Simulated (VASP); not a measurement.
# Ta2Bi in VASP: relaxation of cell and atoms with PBEsol

Aim: the relaxation of cell and atoms of Ta2Bi with PBEsol.

All numbers are computed with VASP 6.6.1; they aren't measurements. Logs are shortened: lines on timing, memory, paths and dates and some standing lists are left out, and cuts for length are marked.

## (1) The cell of the first run

The typed cell holds 6 atoms: a = 5.029 Å, b = 5.029 Å, c = 6.006 Å, α = 90.00°, β = 90.00°, γ = 120.00°.

## (2) Relaxation of cell and atoms, PBEsol

File INCAR:

```
PREC = Accurate
ENCUT = 600
EDIFF = 1E-6
ISMEAR = -1
SIGMA = 0.0109
LREAL = False
LASPH = True
NELM = 80
ALGO = Normal
ISIF = 3
LWAVE = False
LCHARG = False
GGA = PS
IBRION = 2
NSW = 60
EDIFFG = -0.01
```

File KPOINTS:

```
regular mesh
0
Gamma
  4 4 3
```

File POSCAR:

```
Ta2Bi
1.0
    5.0285870000      0.0000000000      0.0000000000
   -2.5142930000      4.3548880000      0.0000000000
    0.0000000000      0.0000000000      6.0056530000
Ta Bi
4 2
Direct
    0.0000000000      0.0000000000      0.0000000000
    0.0000000000      0.0000000000      0.5000000000
    0.3333000000      0.6667000000      0.7500000000
    0.6666000000      0.3333000000      0.2500000000
    0.3333000000      0.6667000000      0.2500000000
    0.6666000000      0.3333000000      0.7500000000
```

Potentials or basis: VASP PAW PBE potentials, release 64 (Ta_pv, Bi_d).

Launch:

```console
$ cat potpaw_PBE.64/Ta_pv/POTCAR potpaw_PBE.64/Bi_d/POTCAR > POTCAR
$ mpirun -np 1 vasp_std > vasp.out
```

OUTCAR:

```text
PREC = Accurate
   ENCUT = 600
   EDIFF = 1E-6
   ISMEAR = -1
   LREAL = False
   LASPH = True
   NELM = 80
   ISIF = 3
   GGA = PS
   IBRION = 2
   NSW = 60
   EDIFFG = -0.01

 ion  position               nearest neighbor table
   1  0.000  0.000  0.000-   2 3.00   2 3.00   5 3.27   3 3.27   4 3.27   6 3.27   6 3.27   4 3.27
                             3 3.27   5 3.27   3 3.27   5 3.27   4 3.27   6 3.27
   2  0.000  0.000  0.500-   1 3.00   1 3.00   5 3.27   3 3.27   4 3.27   6 3.27   6 3.27   4 3.27
                             3 3.27   5 3.27   3 3.27   5 3.27   4 3.27   6 3.27
   3  0.333  0.667  0.750-   6 2.90   6 2.90   6 2.90   5 3.00   5 3.00   1 3.27   2 3.27   2 3.27
                             1 3.27   2 3.27   1 3.27
   4  0.667  0.333  0.250-   5 2.90   5 2.90   5 2.90   6 3.00   6 3.00   1 3.27   2 3.27   1 3.27
                             2 3.27   1 3.27   2 3.27
   5  0.333  0.667  0.250-   4 2.90   4 2.90   4 2.90   3 3.00   3 3.00   1 3.27   2 3.27   2 3.27
                             1 3.27   2 3.27   1 3.27
   6  0.667  0.333  0.750-   3 2.90   3 2.90   3 2.90   4 3.00   4 3.00   1 3.27   2 3.27   1 3.27
                             2 3.27   1 3.27   2 3.27

  LATTYP: Found a hexagonal cell.
 ALAT       =     5.0285870000
 C/A-ratio  =     1.1943022961

  Lattice vectors:

 A1 = (   5.0285870000,   0.0000000000,   0.0000000000)
 A2 = (  -2.5142930000,   4.3548880000,   0.0000000000)
 A3 = (   0.0000000000,   0.0000000000,   6.0056530000)

Analysis of symmetry for initial positions (statically):
=====================================================================
 Subroutine PRICEL returns:
 Original cell was already a primitive cell.

 Routine SETGRP: Setting up the symmetry group for a
 hexagonal supercell.

 Subroutine GETGRP returns: Found  4 space group operations
 (whereof  2 operations were pure point group operations)
 out of a pool of 24 trial point group operations.

The static configuration has the point symmetry C_2 .
 The point group associated with its full space group is C_2v.

Analysis of symmetry for dynamics (positions and initial velocities):
=====================================================================
 Subroutine PRICEL returns:
 Original cell was already a primitive cell.

 Routine SETGRP: Setting up the symmetry group for a
 hexagonal supercell.

 Subroutine GETGRP returns: Found  4 space group operations
 (whereof  2 operations were pure point group operations)
 out of a pool of 24 trial point group operations.

The dynamic configuration has the point symmetry C_2 .
 The point group associated with its full space group is C_2v.

 Subroutine INISYM returns: Found  4 space group operations
 (whereof  2 operations are pure point group operations),
 and found     1 'primitive' translations

----------------------------------------------------------------------------------------

                                     Primitive cell

  volume of cell :     131.5174

  direct lattice vectors                    reciprocal lattice vectors
     5.028587000  0.000000000  0.000000000     0.198863021  0.114813492  0.000000000
    -2.514293000  4.354888000  0.000000000     0.000000000  0.229627031  0.000000000
     0.000000000  0.000000000  6.005653000     0.000000000  0.000000000  0.166509787

  length of vectors
     5.028587000  5.028590139  6.005653000     0.229627174  0.229627031  0.166509787

  position of ions in fractional coordinates (direct lattice)
     0.000000000  0.000000000  0.000000000
     0.000000000  0.000000000  0.500000000
     0.333300000  0.666700000  0.750000000
     0.666600000  0.333300000  0.250000000
     0.333300000  0.666700000  0.250000000
     0.666600000  0.333300000  0.750000000

  ion indices of the primitive-cell ions
   primitive index   ion index
                 1           1
                 2           2
                 3           3
                 4           4
                 5           5
                 6           6

----------------------------------------------------------------------------------------

 KPOINTS: regular mesh

Automatic generation of k-mesh.
 Grid dimensions read from file:
 generate k-points for:    4    4    3

 Generating k-lattice:

  Cartesian coordinates                     Fractional coordinates (reciprocal lattice)
     0.049715755  0.028703373  0.000000000     0.250000000  0.000000000  0.000000000
     0.000000000  0.057406758  0.000000000     0.000000000  0.250000000  0.000000000
     0.000000000  0.000000000  0.055503262     0.000000000  0.000000000  0.333333333

  Length of vectors
     0.057406793  0.057406758  0.055503262

  Shift w.r.t. Gamma in fractional coordinates (k-lattice)
     0.000000000  0.000000000  0.000000000

 Subroutine IBZKPT returns following result:
 ===========================================

 Found     14 irreducible k-points:

 Following reciprocal coordinates:
            Coordinates               Weight
  0.000000  0.000000  0.000000      1.000000
  0.250000  0.000000  0.000000      4.000000
  0.000000  0.250000  0.000000      2.000000
  0.500000  0.000000  0.000000      2.000000
  0.000000  0.500000  0.000000      1.000000
  0.250000  0.250000  0.000000      4.000000
  0.500000  0.250000  0.000000      2.000000
  0.000000  0.000000  0.333333      2.000000
  0.250000  0.000000  0.333333      8.000000
  0.000000  0.250000  0.333333      4.000000
  0.500000  0.000000  0.333333      4.000000
  0.000000  0.500000  0.333333      2.000000
  0.250000  0.250000  0.333333      8.000000
  0.500000  0.250000  0.333333      4.000000
   k-points           NKPTS =     14   k-points in BZ     NKDIM =     14   number of bands    NBANDS=     44
   number of dos      NEDOS =    301   number of ions     NIONS =      6
   total plane-waves  NPLWV =  76800
   dimension x,y,z NGX =    40 NGY =   40 NGZ =   48
   dimension x,y,z NGXF=    80 NGYF=   80 NGZF=   96
   ions per type =               4   2
   NGX,Y,Z   is equivalent  to a cutoff of  13.22, 13.22, 13.29 a.u.
   NGXF,Y,Z  is equivalent  to a cutoff of  26.45, 26.45, 26.57 a.u.
 SYSTEM =  unknown system
   PREC   = accura    normal or accurate (medium, high low for compatibility)
   ISTART =      0    job   : 0-new  1-cont  2-samecut
   ICHARG =      2    charge: 1-file 2-atom 10-const
   ISPIN  =      1    spin polarized calculation?
   LNONCOLLINEAR =      F non collinear calculations
   LSORBIT =      F    spin-orbit coupling
   LASPH  =      T    aspherical Exc in radial PAW
   ENCUT  =  600.0 eV  44.10 Ry    6.64 a.u.  10.04 10.04 11.99*2*pi/ulx,y,z
   NELM   =     80;   NELMIN=  2; NELMDL= -5     # of ELM steps
   EDIFF  = 0.1E-05   stopping-criterion for ELM
   LREAL  =      F    real-space projection
   EDIFFG = -.1E-01   stopping-criterion for IOM
   NSW    =     60    number of steps for IOM
   IBRION =      2    ionic relax: 0-MD 1-quasi-New 2-CG
   NFREE  =      1    steps in history (QN), initial steepest desc. (CG)
   ISIF   =      3    stress and relaxation
   ISYM   =      2    0-nonsym 1-usesym 2-fastsym
   POTIM  = 0.5000    time-step for ionic-motion
   TEBEG  =    0.0;   TEEND  =   0.0 temperature during run
   PSTRESS=    0.0 pullay stress
   NELECT =      74.0000    total number of electrons
   NUPDOWN=      -1.0000    fix difference up-down
   EMIN   =  10.00;   EMAX   =-10.00  energy-range for DOS
   EFERMI =   0.00;   METHOD = LEGACY
   ISMEAR =    -1;   SIGMA  =   0.01  broadening in eV -4-tet -1-fermi 0-gaus
   EFERMI_NEDOS =   21; number of points for ismear=-14 and -15
   IALGO  =     38    algorithm
   IMIX   =      4    mixing-type and parameters
     AMIX     =   0.40;   BMIX     =  1.00
     AMIX_MAG =   1.60;   BMIX_MAG =  1.00
  volume/ion in A,a.u.               =      21.92       147.92
  Fermi-wavevector in a.u.,A,eV,Ry     =   1.351526  2.554013 24.852701  1.826622
  Thomas-Fermi vector in A             =   2.478940
   LORBIT       =      0    0 simple, 1 ext, 2 COOP (PROOUT), +10 PAW based schemes
   GGA     = PS    functional components
   LHFCALC =     F    Hartree Fock is set to
   AEXX    =    0.0000 exact exchange contribution
   IVDW    =     0    specifies the selected vdW correction
   LEPSILON=     F    determine dielectric tensor
   LRPA    =     F    only Hartree local field effects (RPA)
 conjugate gradient relaxation of ions
 non-spin polarized calculation
  energy-cutoff  :      600.00
  volume of cell :      131.52
 maximum number of plane-waves:      4416
   NGX = 21   NGY = 21   NGZ = 23

--------------------------------------- Ionic step        1  -------------------------------------------

 number of electron      74.0000000 magnetization

 Free energy of the ion-electron system (eV)
  ---------------------------------------------------
  ext. energy  EPLUGINS =         0.00000000
  ---------------------------------------------------
  free energy    TOTEN  =       -54.55108351 eV

  energy without entropy =      -54.54396977  energy(sigma->0) =      -54.54752664

------------------------ aborting loop because EDIFF is reached ----------------------------------------

  FORCE on cell =-STRESS in cart. coord.  units (eV):
  Direction    XX          YY          ZZ          XY          YZ          ZX
  --------------------------------------------------------------------------------------
  -------------------------------------------------------------------------------------
  Total       -8.3782285     -8.3771575    -14.4019512     -0.0000010      0.0000000      0.0000000
  in kB     -102.0656463   -102.0525988   -175.4481213     -0.0000117      0.0000000      0.0000000
  external PRESSURE =    -126.5221222 kB  Pullay stress =       0.0000000 kB
[... 27 lines left out ...]
--------------------------------------- Ionic step        2  -------------------------------------------

 number of electron      74.0000001 magnetization

 E-fermi :  10.6561     XC(G=0): -13.2702

 val. band max:       10.6275869415   @ k =   0.5000   0.0000   0.0000
 cond. band min:      10.6819059433   @ k =   0.0000   0.2500   0.3333
 fundamental gap:      0.0543190018
 Fermi energy:        10.6560580648

 k-point     1 :       0.0000    0.0000    0.0000
  band No.  band energies     occupation
      1     -24.5850      2.00000
      2     -24.2437      2.00000
      3     -24.2436      2.00000
      4     -24.0677      2.00000
      5     -23.9905      2.00000
      6     -23.8838      2.00000
[... 720 lines left out ...]
  FREE ENERGIE OF THE ION-ELECTRON SYSTEM (eV)
  ---------------------------------------------------
  free  energy   TOTEN  =       -55.1642205039 eV

  energy  without entropy=      -55.1585513736  energy(sigma->0) =      -55.16138594

[... ionic steps 4 to 7 ...]

--------------------------------------- Ionic step        8  -------------------------------------------

 number of electron      74.0000002 magnetization

------------------------ aborting loop because EDIFF is reached ----------------------------------------
[... 75 lines left out ...]
--------------------------------------- Ionic step       10  -------------------------------------------

 number of electron      74.0000002 magnetization

 Free energy of the ion-electron system (eV)
  ---------------------------------------------------
  ext. energy  EPLUGINS =         0.00000000
  ---------------------------------------------------
  free energy    TOTEN  =       -55.17082770 eV

  energy without entropy =      -55.16514258  energy(sigma->0) =      -55.16798514

 E-fermi :   8.5083     XC(G=0): -12.4159

 val. band max:        8.4132295963   @ k =   0.5000   0.2500   0.3333
 cond. band min:       8.5131299451   @ k =   0.0000   0.0000   0.0000
 fundamental gap:      0.0999003488
 Fermi energy:         8.5083112638

 k-point     1 :       0.0000    0.0000    0.0000
  band No.  band energies     occupation
      1     -26.4393      2.00000
      2     -26.3695      2.00000
      3     -26.3694      2.00000
      4     -26.2552      2.00000
      5     -26.2218      2.00000
      6     -26.2007      2.00000
[... 680 lines left out ...]
  FREE ENERGIE OF THE ION-ELECTRON SYSTEM (eV)
  ---------------------------------------------------
  free  energy   TOTEN  =       -55.1708276992 eV

  energy  without entropy=      -55.1651425817  energy(sigma->0) =      -55.16798514

 reached required accuracy - stopping structural energy minimisation
```

It took 8 min on 1 thread of AMD EPYC 7R13 (Zen 3), shared host; peak memory 0.3 GiB.

Results:

```
Free energy                           : -55.1708 eV
Relaxed volume                        : 19.79 Å³/atom
Relaxed cell                          : a = 4.906 Å, b = 4.906 Å, c = 5.697 Å, α = 90.00°, β = 90.00°, γ = 120.00°
Space group after relaxing (to 0.1 Å) : P6_3/mmc (No. 194)
Energy gained by relaxing             : 103.3 meV/atom
Ionic steps                           : 10
Pressure after relaxing               : 0.0 GPa
Band gap on the k mesh                : zero (bands 37 and 38 overlap by 1.15 eV)
```

The path:
```csv
step,energy change (eV),largest force (eV/Å),pressure (GPa),volume (Å³)
1,0.0000,0.0022,-12.65,131.52
2,1.2087,0.0032,36.82,101.15
3,-0.6131,0.0027,-0.60,119.12
4,-0.6152,0.0027,0.08,118.59
5,-0.6153,0.0028,0.40,118.34
6,-0.6173,0.0011,0.09,118.73
7,-0.6196,0.0017,0.22,118.57
8,-0.6196,0.0016,0.20,118.57
9,-0.6196,0.0013,-0.26,118.93
10,-0.6197,0.0016,-0.01,118.74
```

Final structure:
```yaml
crystal:
  lattice:
    - [4.90561, 0.00000, 0.00000]
    - [-2.45280, 4.24851, 0.00000]
    - [0.00000, 0.00000, 5.69704]
  atoms:
    - { symbol: Ta, position: [0.99999, 0.00000, 0.00000] }
    - { symbol: Ta, position: [0.99999, 0.00000, 0.50000] }
    - { symbol: Ta, position: [0.33330, 0.66670, 0.75000] }
    - { symbol: Ta, position: [0.66660, 0.33330, 0.25000] }
    - { symbol: Bi, position: [0.33329, 0.66667, 0.25000] }
    - { symbol: Bi, position: [0.66662, 0.33333, 0.75000] }
```

Caveat: the k points lie up to 0.37 Å⁻¹ apart in the final cell, too coarse for converged energies and pressures of a metal; the PAW data sets were made with another functional, which shifts forces and pressure a little; spin-orbit coupling is left out, which moves the levels of the heavy elements.

The gap in the log of VASP goes by the Fermi energy; the results here count the filled bands.